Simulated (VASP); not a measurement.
A run of VASP 6.6.1:

File POSCAR:

```
Li2Se
1.0
    0.0000000000      2.9934587684      2.9934587684
    2.9934587684      0.0000000000      2.9934587684
    2.9934587684      2.9934587684      0.0000000000
Li Se
2 1
Direct
    0.2500000000      0.2500000000      0.2500000000
    0.7500000000      0.7500000000      0.7500000000
    0.0000000000      0.0000000000      0.0000000000
```

INCAR.step1

```
PREC = Accurate
ENCUT = 750
EDIFF = 1E-5
ISMEAR = -1
SIGMA = 0.02
LREAL = False
LASPH = True
NELM = 120
ALGO = Normal
LWAVE = True
LCHARG = False
GGA = PE
NBANDS = 13
GGA_COMPAT = False
IBRION = 2
ISIF = 3
EDIFFG = -0.005
NELMIN = 4
NSW = 100
```

Contents of INCAR.step2:

```
PREC = Accurate
ENCUT = 750
EDIFF = 1E-7
ISMEAR = -1
SIGMA = 0.02
LREAL = False
LASPH = True
NELM = 120
ALGO = Normal
ISIF = 3
LWAVE = False
LCHARG = False
GGA = PE
LHFCALC = True
HFSCREEN = 0.2079
PRECFOCK = Normal
IBRION = 2
NSW = 80
EDIFFG = -0.005
ISTART = 1
GGA_COMPAT = False
NELMIN = 4
```

KPOINTS

```
regular mesh
0
Gamma
  4 4 4
```

Potentials or basis: VASP PAW PBE potentials, release 64 (Li_sv, Se).

Command:

```sh
$ cat potpaw_PBE.64/Li_sv/POTCAR potpaw_PBE.64/Se/POTCAR > POTCAR
$ cp INCAR.step1 INCAR
$ mpirun -np 1 vasp_std > vasp.out
$ cp INCAR.step2 INCAR
$ mpirun -np 1 vasp_std > vasp.out
```

Hardware: 1 thread of Intel(R) Xeon(R) Platinum 8259CL CPU @ 2.50GHz (Skylake/Cascade Lake), on a shared host.

Q: How long does it take, and how much memory?

A: It took 30 min on 1 thread of Intel(R) Xeon(R) Platinum 8259CL CPU @ 2.50GHz (Skylake/Cascade Lake), with other jobs on the host, peak memory 0.36 GiB. Counts: k points 8, ion steps 4.
